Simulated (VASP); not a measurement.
# SiO2 in VASP: further runs

SiO2 is run at these levels: PBE+D3(BJ); tasks: single point.

Program: VASP 6.6.1. These are calculated values, not measurements. Logs are shortened: lines on timing, memory, paths and dates and some standing lists are left out, and cuts for length are marked.

### 1 The cell of the first run

The cell holds a sheet with vacuum, 6 atoms: a = 3.793 Å, b = 3.793 Å, c = 18.000 Å, α = 90.00°, β = 90.00°, γ = 90.00°.

### 2 Single point, PBE+D3(BJ)

INCAR

```
  PREC = Accurate
  ENCUT = 520
  EDIFF = 1E-6
  ISMEAR = 0
  SIGMA = 0.1
  LREAL = False
  LASPH = True
  NELM = 60
  ALGO = Normal
  ISIF = 2
  LWAVE = False
  LCHARG = False
  LDIPOL = True
  IDIPOL = 3
  DIPOL = 0.5 0.5 0.500
  GGA = PE
  IVDW = 12
  NBANDS = 25
```

KPOINTS

```
Automatic mesh
0
Gamma
  4 4 1
```

POSCAR

```
SiO2
1.0
    3.7925757000      0.0000000000      0.0000000000
    0.0000000000      3.7925757000      0.0000000000
    0.0000000000      0.0000000000     18.0000000000
Si O
2 4
Direct
    0.0000000000      0.0000000000      0.4141480900
    0.5000000000      0.5000000000      0.5858519100
    0.0000000000      0.5000000000      0.4154166700
    0.5000000000      0.0000000000      0.4154166700
    0.5000000000      0.0000000000      0.5845833300
    0.0000000000      0.5000000000      0.5845833300
```

Potentials or basis: VASP PAW PBE potentials, release 64 (Si, O).

The run is started by

```console
$ cat potpaw_PBE.64/Si/POTCAR potpaw_PBE.64/O/POTCAR > POTCAR
$ mpirun -np 1 vasp_std > vasp.out
```

OUTCAR:

```text
PREC = Accurate
   ENCUT = 520
   EDIFF = 1E-6
   ISMEAR = 0
   LREAL = False
   LASPH = True
   NELM = 60
   ISIF = 2
   GGA = PE
   IVDW = 12
 IVDW          = 12

 ion  position               nearest neighbor table
   1  0.000  0.000  0.414-   3 1.90   4 1.90   3 1.90   4 1.90
   2  0.500  0.500  0.586-   5 1.90   6 1.90   5 1.90   6 1.90
   3  0.000  0.500  0.415-   1 1.90   1 1.90
   4  0.500  0.000  0.415-   1 1.90   1 1.90
   5  0.500  0.000  0.585-   2 1.90   2 1.90
   6  0.000  0.500  0.585-   2 1.90   2 1.90

  LATTYP: Found a simple tetragonal cell.
 ALAT       =     3.7925757000
 C/A-ratio  =     4.7461148897

  Lattice vectors:

 A1 = (   3.7925757000,   0.0000000000,   0.0000000000)
 A2 = (   0.0000000000,   3.7925757000,   0.0000000000)
 A3 = (   0.0000000000,   0.0000000000,  18.0000000000)

Analysis of symmetry for initial positions (statically):
=====================================================================
 Subroutine PRICEL returns:
 Original cell was already a primitive cell.

 Routine SETGRP: Setting up the symmetry group for a
 simple tetragonal supercell.

 Subroutine GETGRP returns: Found 16 space group operations
 (whereof  8 operations were pure point group operations)
 out of a pool of 16 trial point group operations.

The static configuration has the point symmetry C_4v.
 The point group associated with its full space group is D_4h.

Analysis of symmetry for dynamics (positions and initial velocities):
=====================================================================
 Subroutine PRICEL returns:
 Original cell was already a primitive cell.

 Routine SETGRP: Setting up the symmetry group for a
 simple tetragonal supercell.

 Subroutine GETGRP returns: Found 16 space group operations
 (whereof  8 operations were pure point group operations)
 out of a pool of 16 trial point group operations.

The dynamic configuration has the point symmetry C_4v.
 The point group associated with its full space group is D_4h.

 Subroutine INISYM returns: Found 16 space group operations
 (whereof  8 operations are pure point group operations),
 and found     1 'primitive' translations

----------------------------------------------------------------------------------------

                                     Primitive cell

  volume of cell :     258.9053

  direct lattice vectors                    reciprocal lattice vectors
     3.792575700  0.000000000  0.000000000     0.263673049  0.000000000  0.000000000
     0.000000000  3.792575700  0.000000000     0.000000000  0.263673049  0.000000000
     0.000000000  0.000000000 18.000000000     0.000000000  0.000000000  0.055555556

  length of vectors
     3.792575700  3.792575700 18.000000000     0.263673049  0.263673049  0.055555556

  position of ions in fractional coordinates (direct lattice)
     0.000000000  0.000000000  0.414148090
     0.500000000  0.500000000  0.585851910
     0.000000000  0.500000000  0.415416670
     0.500000000  0.000000000  0.415416670
     0.500000000  0.000000000  0.584583330
     0.000000000  0.500000000  0.584583330

  ion indices of the primitive-cell ions
   primitive index   ion index
                 1           1
                 2           2
                 3           3
                 4           4
                 5           5
                 6           6

----------------------------------------------------------------------------------------

 KPOINTS: Automatic mesh

Automatic generation of k-mesh.
 Grid dimensions read from file:
 generate k-points for:    4    4    1

 Generating k-lattice:

  Cartesian coordinates                     Fractional coordinates (reciprocal lattice)
     0.065918262  0.000000000  0.000000000     0.250000000  0.000000000  0.000000000
     0.000000000  0.065918262  0.000000000     0.000000000  0.250000000  0.000000000
     0.000000000  0.000000000  0.055555556     0.000000000  0.000000000  1.000000000

  Length of vectors
     0.065918262  0.065918262  0.055555556

  Shift w.r.t. Gamma in fractional coordinates (k-lattice)
     0.000000000  0.000000000  0.000000000

 Subroutine IBZKPT returns following result:
 ===========================================

 Found      6 irreducible k-points:

 Following reciprocal coordinates:
            Coordinates               Weight
  0.000000  0.000000  0.000000      1.000000
  0.250000  0.000000  0.000000      4.000000
  0.500000  0.000000  0.000000      2.000000
  0.250000  0.250000  0.000000      4.000000
  0.500000  0.250000  0.000000      4.000000
  0.500000  0.500000  0.000000      1.000000
   k-points           NKPTS =      6   k-points in BZ     NKDIM =      6   number of bands    NBANDS=     25
   number of dos      NEDOS =    301   number of ions     NIONS =      6
   total plane-waves  NPLWV = 109760
   dimension x,y,z NGX =    28 NGY =   28 NGZ =  140
   dimension x,y,z NGXF=    56 NGYF=   56 NGZF=  280
   ions per type =               2   4
   NGX,Y,Z   is equivalent  to a cutoff of  12.27, 12.27, 12.93 a.u.
   NGXF,Y,Z  is equivalent  to a cutoff of  24.55, 24.55, 25.86 a.u.
 SYSTEM =  unknown system
   PREC   = accura    normal or accurate (medium, high low for compatibility)
   ISTART =      0    job   : 0-new  1-cont  2-samecut
   ICHARG =      2    charge: 1-file 2-atom 10-const
   ISPIN  =      1    spin polarized calculation?
   LNONCOLLINEAR =      F non collinear calculations
   LSORBIT =      F    spin-orbit coupling
   LASPH  =      T    aspherical Exc in radial PAW
   ENCUT  =  520.0 eV  38.22 Ry    6.18 a.u.   7.05  7.05 33.47*2*pi/ulx,y,z
   NELM   =     60;   NELMIN=  2; NELMDL= -5     # of ELM steps
   EDIFF  = 0.1E-05   stopping-criterion for ELM
   LREAL  =      F    real-space projection
   EDIFFG = 0.1E-04   stopping-criterion for IOM
   NSW    =      0    number of steps for IOM
   IBRION =     -1    ionic relax: 0-MD 1-quasi-New 2-CG
   NFREE  =      0    steps in history (QN), initial steepest desc. (CG)
   ISIF   =      2    stress and relaxation
   ISYM   =      2    0-nonsym 1-usesym 2-fastsym
   POTIM  = 0.5000    time-step for ionic-motion
   TEBEG  =    0.0;   TEEND  =   0.0 temperature during run
   PSTRESS=    0.0 pullay stress
   NELECT =      32.0000    total number of electrons
   NUPDOWN=      -1.0000    fix difference up-down
   EMIN   =  10.00;   EMAX   =-10.00  energy-range for DOS
   EFERMI =   0.00;   METHOD = LEGACY
   ISMEAR =     0;   SIGMA  =   0.10  broadening in eV -4-tet -1-fermi 0-gaus
   EFERMI_NEDOS =   21; number of points for ismear=-14 and -15
   IALGO  =     38    algorithm
   IMIX   =      4    mixing-type and parameters
     AMIX     =   0.40;   BMIX     =  1.00
     AMIX_MAG =   1.60;   BMIX_MAG =  1.00
  volume/ion in A,a.u.               =      43.15       291.20
  Fermi-wavevector in a.u.,A,eV,Ry     =   0.815476  1.541026  9.047888  0.665001
  Thomas-Fermi vector in A             =   1.925571
   LORBIT       =      0    0 simple, 1 ext, 2 COOP (PROOUT), +10 PAW based schemes
   GGA     = PE    functional components
   LHFCALC =     F    Hartree Fock is set to
   AEXX    =    0.0000 exact exchange contribution
   IVDW    =    12    specifies the selected vdW correction
   LEPSILON=     F    determine dielectric tensor
   LRPA    =     F    only Hartree local field effects (RPA)
 non-spin polarized calculation
 Gauss-broadening in eV      SIGMA  =   0.10
  energy-cutoff  :      520.00
  volume of cell :      258.91
 maximum number of plane-waves:      6990
   NGX = 15   NGY = 15   NGZ = 67

 dipolmoment           0.000000      0.000000      0.000000 electrons x Angstroem

 number of electron      31.9999976 magnetization

 dipolmoment           0.000000      0.000000     -0.000000 electrons x Angstroem

 Free energy of the ion-electron system (eV)
  ---------------------------------------------------
  ext. energy  EPLUGINS =         0.00000000
  ---------------------------------------------------
  free energy    TOTEN  =       -36.86537750 eV

  energy without entropy =      -36.86537558  energy(sigma->0) =      -36.86537654

 E-fermi :  -2.9811     XC(G=0):  -3.6260

 val. band max:       -3.3015005984   @ k =   0.5000   0.2500   0.0000
 cond. band min:      -2.6821893238   @ k =   0.5000   0.5000   0.0000
 fundamental gap:      0.6193112746
 Fermi energy:        -2.9811095501

 k-point     1 :       0.0000    0.0000    0.0000
  band No.  band energies     occupation
      1     -21.5430      2.00000
      2     -21.3769      2.00000
      3     -19.5581      2.00000
      4     -19.4666      2.00000
      5      -9.1277      2.00000
      6      -9.1277      2.00000
[... 17 lines left out ...]
     24       4.8450      0.00000
     25       5.4863      0.00000

 k-point     2 :       0.2500    0.0000    0.0000
  band No.  band energies     occupation
      1     -21.2654      2.00000
      2     -21.1097      2.00000
      3     -19.8428      2.00000
      4     -19.7405      2.00000
      5      -9.7601      2.00000
      6      -9.6600      2.00000
[... 17 lines left out ...]
     24       5.2046      0.00000
     25       6.2327      0.00000

 k-point     3 :       0.5000    0.0000    0.0000
  band No.  band energies     occupation
      1     -20.6316      2.00000
      2     -20.6316      2.00000
      3     -20.3573      2.00000
      4     -20.3573      2.00000
      5     -10.1808      2.00000
      6     -10.1808      2.00000
[... 17 lines left out ...]
     24       4.8377      0.00000
     25       5.2997      0.00000

 k-point     4 :       0.2500    0.2500    0.0000
  band No.  band energies     occupation
      1     -21.0277      2.00000
      2     -20.8807      2.00000
      3     -20.0014      2.00000
      4     -19.8942      2.00000
      5     -11.1306      2.00000
      6     -11.0560      2.00000
[... 17 lines left out ...]
     24       5.7334      0.00000
     25       6.1634      0.00000

 k-point     5 :       0.5000    0.2500    0.0000
  band No.  band energies     occupation
      1     -20.5016      2.00000
      2     -20.5016      2.00000
      3     -20.3236      2.00000
      4     -20.3236      2.00000
      5     -11.7960      2.00000
      6     -11.7960      2.00000
[... 17 lines left out ...]
     24       5.3952      0.00000
     25       5.4560      0.00000

 k-point     6 :       0.5000    0.5000    0.0000
  band No.  band energies     occupation
      1     -20.3838      2.00000
      2     -20.3838      2.00000
      3     -20.2649      2.00000
      4     -20.2649      2.00000
      5     -12.6887      2.00000
      6     -12.6887      2.00000
[... 17 lines left out ...]
     24       4.1753      0.00000
     25       6.8824      0.00000

------------------------ aborting loop because EDIFF is reached ----------------------------------------

 vacuum level on the upper side and lower side of the slab       (xc-potential included)        -0.089        -0.089

 Edisp (eV)   -0.52093

 E8    (eV) :    -0.1871

  FORCE on cell =-STRESS in cart. coord.  units (eV):
  Direction    XX          YY          ZZ          XY          YZ          ZX
  --------------------------------------------------------------------------------------
  -------------------------------------------------------------------------------------
  Total     -27.65517   -27.65517    -0.07039     0.00000     0.00000    -0.00000
  in kB    -171.13778  -171.13778    -0.43560     0.00000     0.00000    -0.00000
  external pressure =     -114.24 kB  Pullay stress =        0.00 kB

 VOLUME and BASIS-vectors are now :
 -----------------------------------------------------------------------------
  energy-cutoff  :      520.00
  volume of cell :      258.91
      direct lattice vectors                 reciprocal lattice vectors
     3.792575700  0.000000000  0.000000000     0.263673049  0.000000000  0.000000000
     0.000000000  3.792575700  0.000000000     0.000000000  0.263673049  0.000000000
     0.000000000  0.000000000 18.000000000     0.000000000  0.000000000  0.055555556

 POSITION                                       TOTAL-FORCE (eV/Angst)
 -----------------------------------------------------------------------------------
      0.00000      0.00000      7.45467        -0.000000     -0.000000      0.412298
      1.89629      1.89629     10.54533        -0.000000      0.000000     -0.412298
      0.00000      1.89629      7.47750        -0.000000      0.000000     -0.213793
      1.89629      0.00000      7.47750        -0.000000      0.000000     -0.213793
      1.89629      0.00000     10.52250         0.000000     -0.000000      0.213793
      0.00000      1.89629     10.52250        -0.000000     -0.000000      0.213793
 -----------------------------------------------------------------------------------
    total drift:                                0.000000      0.000000      0.000000

  FREE ENERGIE OF THE ION-ELECTRON SYSTEM (eV)
  ---------------------------------------------------
  free  energy   TOTEN  =       -37.3863084704 eV

  energy  without entropy=      -37.3863065512  energy(sigma->0) =      -37.38630751

 vacuum level on the upper side and lower side of the slab         2.385         2.385
```

It took 50 s on 1 thread of Intel Xeon Platinum 8488C (Sapphire Rapids), shared host; peak memory 0.32 GiB.

Results:

* Free energy: -37.3863 eV
* Largest force: 0.412 eV/Å
* Band gap on the k mesh: zero (bands 16 and 17 overlap by 1.05 eV)
* Dispersion energy per atom: -0.087 eV

Forces on the atoms (eV/Å):
```
Si   0.000  0.000  0.412
Si   0.000  0.000 -0.412
O    0.000  0.000 -0.214
O    0.000  0.000 -0.214
O    0.000  0.000  0.214
O    0.000  0.000  0.214
```

Levels at points of the mesh, in eV from the Fermi level:
```tsv
k point	band 13	band 14	band 15	band 16	band 17	band 18	band 19	band 20
(0.00, 0.00, 0.00)	-1.33	-0.83	-0.77	-0.77	-0.76	-0.76	4.14	4.30
(0.50, 0.00, 0.00)	-1.72	-1.72	-1.57	-1.57	2.29	2.29	3.42	3.42
(0.50, 0.50, 0.00)	-1.58	-1.58	0.30	0.30	1.57	1.57	4.25	4.25
```

Caveat: the k points lie up to 0.41 Å⁻¹ apart, too coarse for converged energies and pressures of a metal.

### 3 Single point, PBE+D3(BJ)

INCAR

```
SYSTEM = SiO2
PREC = Accurate
ENCUT = 520
EDIFF = 1E-6
ISMEAR = 0
SIGMA = 0.1
LREAL = .FALSE.
LASPH = .TRUE.
NELM = 80
ALGO = Normal
ISIF = 2
LWAVE = .FALSE.
LCHARG = .FALSE.
LDIPOL = .TRUE.
IDIPOL = 3
DIPOL = 0.5 0.5 0.500
GGA = PE
IVDW = 12
NBANDS = 25
```

KPOINTS

```
Automatic mesh
0
G
  4 4 1
  0 0 0
```

POSCAR is that of step 2.

Potentials or basis: VASP PAW PBE potentials, release 64 (Si, O).

The run is started by

```console
$ cat potpaw_PBE.64/Si/POTCAR potpaw_PBE.64/O/POTCAR > POTCAR
$ mpirun -np 1 vasp_std > vasp.out
```

Run time: 49 s. Hardware: 1 thread of Intel Xeon Platinum 8488C (Sapphire Rapids), shared host; peak memory 0.33 GiB.

Results (log left out):

```yaml
Free_energy: -37.3863 eV
Largest_force: 0.412 eV/Å
Band_gap_on_the_k_mesh: zero (bands 16 and 17 overlap by 1.05 eV)
Dispersion_energy_per_atom: -0.087 eV
```

Forces on the atoms (eV/Å):
```
Si   0.000  0.000  0.412
Si   0.000  0.000 -0.412
O    0.000  0.000 -0.214
O    0.000  0.000 -0.214
O    0.000  0.000  0.214
O    0.000  0.000  0.214
```

Levels at points of the mesh, in eV from the Fermi level:
```csv
k point,band 13,band 14,band 15,band 16,band 17,band 18,band 19,band 20
"(0.00, 0.00, 0.00)",-1.33,-0.83,-0.77,-0.77,-0.76,-0.76,4.14,4.30
"(0.50, 0.00, 0.00)",-1.72,-1.72,-1.57,-1.57,2.29,2.29,3.42,3.42
"(0.50, 0.50, 0.00)",-1.58,-1.58,0.30,0.30,1.57,1.57,4.25,4.25
```

Caveat: the k points lie up to 0.41 Å⁻¹ apart, too coarse for converged energies and pressures of a metal.

The gap in the log of VASP goes by the Fermi energy; the results here count the filled bands.